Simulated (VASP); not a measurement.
# Rh (I4/mmm) in VASP: further runs

Runs on Rh. Level: LDA. Tasks: single point.

All numbers are computed with VASP 6.6.1; they aren't measurements. Logs are shortened: lines on timing, memory, paths and dates and some standing lists are left out, and cuts for length are marked.

## Step 1: The cell of the first run

Symmetry: I4/mmm, No. 139, tetragonal system. Conventional cell: a = 2.966 Å, b = 2.966 Å, c = 3.327 Å, α = 90.00°, β = 90.00°, γ = 90.00°. Within 3.5 Å of Rh (site symmetry 4/mmm) lie 14 Rh at 2.68 to 3.33 Å.

## Step 2: Single point, LDA (14.64 Å³/atom)

Contents of INCAR:

```
SYSTEM = Rh
PREC = Accurate
ENCUT = 520
EDIFF = 1E-6
ISMEAR = 0
SIGMA = 0.15
LREAL = .FALSE.
LASPH = .TRUE.
NELM = 100
ALGO = Fast
ISIF = 2
LWAVE = .FALSE.
LCHARG = .FALSE.
GGA = CA
NBANDS = 14
```

Contents of KPOINTS:

```
Automatic mesh
0
G
  22 22 22
  0 0 0
```

Contents of POSCAR:

```
Rh
1.0
    0.0000000000      2.0973928856      1.6636520369
    2.0973928856      0.0000000000      1.6636520369
    2.0973928856      2.0973928856      0.0000000000
Rh
1
Direct
    0.0000000000      0.0000000000      0.0000000000
```

Potentials or basis: VASP PAW LDA potentials, release 64 (Rh_pv).

Started as:

```sh
cat potpaw_LDA.64/Rh_pv/POTCAR > POTCAR
mpirun -np 1 vasp_std > vasp.out
```

OUTCAR:

```text
SYSTEM = Rh
   PREC = Accurate
   ENCUT = 520
   EDIFF = 1E-6
   ISMEAR = 0
   LREAL = .FALSE.
   LASPH = .TRUE.
   NELM = 100
   ISIF = 2
   GGA = CA

 ion  position               nearest neighbor table
   1  0.000  0.000  0.000-

  LATTYP: Found a body centered tetragonal cell.
 ALAT       =     2.9661614644
 C/A-ratio  =     1.1217541977

  Lattice vectors:

 A1 = (   0.0000000000,  -2.0973928856,  -1.6636520369)
 A2 = (   0.0000000000,   2.0973928856,  -1.6636520369)
 A3 = (   2.0973928856,   0.0000000000,   1.6636520369)

Analysis of symmetry for initial positions (statically):
=====================================================================
 Subroutine PRICEL returns:
 Original cell was already a primitive cell.

 Routine SETGRP: Setting up the symmetry group for a
 body centered tetragonal supercell.

 Subroutine GETGRP returns: Found 16 space group operations
 (whereof 16 operations were pure point group operations)
 out of a pool of 16 trial point group operations.

The static configuration has the point symmetry D_4h.

Analysis of symmetry for dynamics (positions and initial velocities):
=====================================================================
 Subroutine PRICEL returns:
 Original cell was already a primitive cell.

 Routine SETGRP: Setting up the symmetry group for a
 body centered tetragonal supercell.

 Subroutine GETGRP returns: Found 16 space group operations
 (whereof 16 operations were pure point group operations)
 out of a pool of 16 trial point group operations.

The dynamic configuration has the point symmetry D_4h.

 Subroutine INISYM returns: Found 16 space group operations
 (whereof 16 operations are pure point group operations),
 and found     1 'primitive' translations

----------------------------------------------------------------------------------------

                                     Primitive cell

  volume of cell :      14.6370

  direct lattice vectors                    reciprocal lattice vectors
     0.000000000  2.097392886  1.663652037    -0.238391197  0.238391197  0.300543617
     2.097392886  0.000000000  1.663652037     0.238391197 -0.238391197  0.300543617
     2.097392886  2.097392886  0.000000000     0.238391197  0.238391197 -0.300543617

  length of vectors
     2.677087039  2.677087039  2.966161464     0.451649411  0.451649411  0.451649411

  position of ions in fractional coordinates (direct lattice)
     0.000000000  0.000000000  0.000000000

  ion indices of the primitive-cell ions
   primitive index   ion index
                 1           1

----------------------------------------------------------------------------------------

 KPOINTS: Automatic mesh

Automatic generation of k-mesh.
 Grid dimensions read from file:
 generate k-points for:   22   22   22

 Generating k-lattice:

  Cartesian coordinates                     Fractional coordinates (reciprocal lattice)
    -0.010835963  0.010835963  0.013661073     0.045454545 -0.000000000  0.000000000
     0.010835963 -0.010835963  0.013661073    -0.000000000  0.045454545  0.000000000
     0.010835963  0.010835963 -0.013661073     0.000000000  0.000000000  0.045454545

  Length of vectors
     0.020529519  0.020529519  0.020529519

  Shift w.r.t. Gamma in fractional coordinates (k-lattice)
     0.000000000  0.000000000  0.000000000

 Subroutine IBZKPT returns following result:
 ===========================================

 Found    834 irreducible k-points:

 Following reciprocal coordinates:
            Coordinates               Weight
  0.000000  0.000000  0.000000      1.000000
  0.045455  0.000000  0.000000      8.000000
  0.090909  0.000000  0.000000      8.000000
  0.136364  0.000000  0.000000      8.000000
  0.181818  0.000000  0.000000      8.000000
  0.227273  0.000000  0.000000      8.000000
[... 16 lines left out ...]
  0.500000  0.045455  0.000000      8.000000
 -0.454545  0.045455  0.000000      8.000000
 [... further k-points ...]
   k-points           NKPTS =    834   k-points in BZ     NKDIM =    834   number of bands    NBANDS=     14
   number of dos      NEDOS =    301   number of ions     NIONS =      1
   total plane-waves  NPLWV =   9600
   dimension x,y,z NGX =    20 NGY =   20 NGZ =   24
   dimension x,y,z NGXF=    40 NGYF=   40 NGZF=   48
   ions per type =               1
   NGX,Y,Z   is equivalent  to a cutoff of  12.42, 12.42, 13.45 a.u.
   NGXF,Y,Z  is equivalent  to a cutoff of  24.84, 24.84, 26.90 a.u.
 SYSTEM =  Rh
   PREC   = accura    normal or accurate (medium, high low for compatibility)
   ISTART =      0    job   : 0-new  1-cont  2-samecut
   ICHARG =      2    charge: 1-file 2-atom 10-const
   ISPIN  =      1    spin polarized calculation?
   LNONCOLLINEAR =      F non collinear calculations
   LSORBIT =      F    spin-orbit coupling
   LASPH  =      T    aspherical Exc in radial PAW
   ENCUT  =  520.0 eV  38.22 Ry    6.18 a.u.   4.98  4.98  5.52*2*pi/ulx,y,z
   NELM   =    100;   NELMIN=  2; NELMDL= -5     # of ELM steps
   EDIFF  = 0.1E-05   stopping-criterion for ELM
   LREAL  =      F    real-space projection
   EDIFFG = 0.1E-04   stopping-criterion for IOM
   NSW    =      0    number of steps for IOM
   IBRION =     -1    ionic relax: 0-MD 1-quasi-New 2-CG
   NFREE  =      0    steps in history (QN), initial steepest desc. (CG)
   ISIF   =      2    stress and relaxation
   ISYM   =      2    0-nonsym 1-usesym 2-fastsym
   POTIM  = 0.5000    time-step for ionic-motion
   TEBEG  =    0.0;   TEEND  =   0.0 temperature during run
   PSTRESS=    0.0 pullay stress
   NELECT =      15.0000    total number of electrons
   NUPDOWN=      -1.0000    fix difference up-down
   EMIN   =  10.00;   EMAX   =-10.00  energy-range for DOS
   EFERMI =   0.00;   METHOD = LEGACY
   ISMEAR =     0;   SIGMA  =   0.15  broadening in eV -4-tet -1-fermi 0-gaus
   EFERMI_NEDOS =   21; number of points for ismear=-14 and -15
   IALGO  =     68    algorithm
   IMIX   =      4    mixing-type and parameters
     AMIX     =   0.40;   BMIX     =  1.00
     AMIX_MAG =   1.60;   BMIX_MAG =  1.00
  volume/ion in A,a.u.               =      14.64        98.78
  Fermi-wavevector in a.u.,A,eV,Ry     =   1.650522  3.119034 37.065287  2.724222
  Thomas-Fermi vector in A             =   2.739457
   LORBIT       =      0    0 simple, 1 ext, 2 COOP (PROOUT), +10 PAW based schemes
   GGA     = CA    functional components
   LHFCALC =     F    Hartree Fock is set to
   AEXX    =    0.0000 exact exchange contribution
   IVDW    =     0    specifies the selected vdW correction
   LEPSILON=     F    determine dielectric tensor
   LRPA    =     F    only Hartree local field effects (RPA)
 non-spin polarized calculation
 RMM-DIIS sequential band-by-band and
 Gauss-broadening in eV      SIGMA  =   0.15
  energy-cutoff  :      520.00
  volume of cell :       14.64
 maximum number of plane-waves:       418
   NGX =  9   NGY =  9   NGZ = 11

 number of electron      14.9999999 magnetization

 Free energy of the ion-electron system (eV)
  ---------------------------------------------------
  ext. energy  EPLUGINS =         0.00000000
  ---------------------------------------------------
  free energy    TOTEN  =        -8.33475096 eV

  energy without entropy =       -8.30977371  energy(sigma->0) =       -8.32226233

 E-fermi :  10.4791     XC(G=0): -13.9473

 val. band max:       10.4786794461   @ k =  -0.3182   0.0909   0.3636
 cond. band min:      10.4798831045   @ k =  -0.4545   0.1364   0.4091
 fundamental gap:      0.0012036583
 Fermi energy:        10.4790898182

 k-point     1 :       0.0000    0.0000    0.0000
  band No.  band energies     occupation
      1     -35.4064      2.00000
      2     -35.4064      2.00000
      3     -35.3066      2.00000
      4       3.0150      2.00000
      5       7.4850      2.00000
      6       7.4850      2.00000
      7       8.3090      2.00000
      8       9.2979      2.00000
      9      10.4008      1.53967
     10      27.5203      0.00000
     11      29.6129      0.00000
     12      29.6129      0.00000
     13      31.2910      0.00000
     14      37.0633      0.00000

 k-point     2 :       0.0455    0.0000    0.0000
  band No.  band energies     occupation
      1     -35.4137      2.00000
      2     -35.4101      2.00000
      3     -35.3122      2.00000
      4       3.0960      2.00000
      5       7.4875      2.00000
      6       7.5082      2.00000
      7       8.3172      2.00000
      8       9.2786      2.00000
      9      10.3789      1.65508
     10      27.6026      0.00000
     11      29.5682      0.00000
     12      29.7245      0.00000
     13      31.2907      0.00000
     14      36.0378      0.00000

 k-point     3 :       0.0909    0.0000    0.0000
  band No.  band energies     occupation
      1     -35.4392      2.00000
      2     -35.4208      2.00000
      3     -35.3243      2.00000
      4       3.3328      2.00000
      5       7.4917      2.00000
      6       7.5484      2.00000
      7       8.3725      2.00000
      8       9.2301      2.00000
      9      10.3217      1.86214
     10      27.8117      0.00000
     11      29.3594      0.00000
     12      30.0531      0.00000
     13      31.2906      0.00000
     14      35.0326      0.00000
[... 324 lines left out ...]
 k-point    23 :       0.5000    0.0455    0.0000
  band No.  band energies     occupation
      1     -35.9772      2.00000
      2     -35.5890      2.00000
      3     -35.3597      2.00000
      4       4.9886      2.00000
      5       6.7203      2.00000
      6       9.1106      2.00000
      7      10.0231      1.99998
      8      11.7306      0.00000
      9      12.0721      0.00000
     10      18.8859      0.00000
     11      25.4940      0.00000
     12      28.9842      0.00000
     13      31.2912      0.00000
     14      34.2728      0.00000

 k-point    24 :      -0.4545    0.0455    0.0000
  band No.  band energies     occupation
      1     -35.9680      2.00000
      2     -35.5851      2.00000
      3     -35.3607      2.00000
      4       5.0073      2.00000
      5       6.7353      2.00000
      6       9.0436      2.00000
      7      10.0974      1.99968
      8      11.6108      0.00000
      9      11.8214      0.00000
     10      19.2145      0.00000
     11      25.5672      0.00000
     12      29.2387      0.00000
     13      31.2912      0.00000
     14      34.1384      0.00000

 [... further k-points ...]

------------------------ aborting loop because EDIFF is reached ----------------------------------------

  FORCE on cell =-STRESS in cart. coord.  units (eV):
  Direction    XX          YY          ZZ          XY          YZ          ZX
  --------------------------------------------------------------------------------------
  -------------------------------------------------------------------------------------
  Total       -2.4728920     -2.4728920     -0.3178030      0.0000000     -0.0000000      0.0000000
  in kB     -270.6846740   -270.6846740    -34.7869634      0.0000000     -0.0000000      0.0000000
  external PRESSURE =    -192.0521038 kB  Pullay stress =       0.0000000 kB

 VOLUME and BASIS-vectors are now :
 -----------------------------------------------------------------------------
  energy-cutoff  :      520.00
  volume of cell :       14.64
      direct lattice vectors                 reciprocal lattice vectors
     0.000000000  2.097392886  1.663652037    -0.238391197  0.238391197  0.300543617
     2.097392886  0.000000000  1.663652037     0.238391197 -0.238391197  0.300543617
     2.097392886  2.097392886  0.000000000     0.238391197  0.238391197 -0.300543617

 POSITION                                       TOTAL-FORCE (eV/Angst)
 -----------------------------------------------------------------------------------
      0.00000      0.00000      0.00000         0.000000     -0.000000      0.000000
 -----------------------------------------------------------------------------------
    total drift:                                0.000000     -0.000000     -0.000000

  FREE ENERGIE OF THE ION-ELECTRON SYSTEM (eV)
  ---------------------------------------------------
  free  energy   TOTEN  =        -8.3347509562 eV

  energy  without entropy=       -8.3097737058  energy(sigma->0) =       -8.32226233
```

Wall time 91 s (1 thread of AMD EPYC 9R45 (Zen 5), shared host); peak memory 0.22 GiB.

What came out:

```
Free energy            : -8.3348 eV
Pressure               : -19.2 GPa
Band gap on the k mesh : zero (an odd number of electrons rules out a gap without spin polarisation)
```

Levels at points of the mesh, in eV from the Fermi level:
| k point | band 4 | band 5 | band 6 | band 7 | band 8 | band 9 | band 10 | band 11 |
| --- | --- | --- | --- | --- | --- | --- | --- | --- |
| (0.00, 0.00, 0.00) | -7.46 | -2.99 | -2.99 | -2.17 | -1.18 | -0.08 | 17.04 | 19.13 |
| (0.50, 0.00, 0.00) | -5.55 | -3.83 | -1.26 | 0.01 | 1.05 | 1.26 | 8.41 | 14.88 |
| (0.50, 0.50, 0.00) | -5.55 | -5.48 | 0.74 | 1.05 | 1.05 | 6.90 | 10.32 | 10.32 |
| (0.50, 0.00, 0.50) | -5.60 | -4.80 | 0.13 | 0.14 | 1.50 | 1.84 | 9.63 | 13.72 |

Caveat: the stress differs along the axes, from -27 to -3 GPa.

(Part 1 of 2 ends here.)
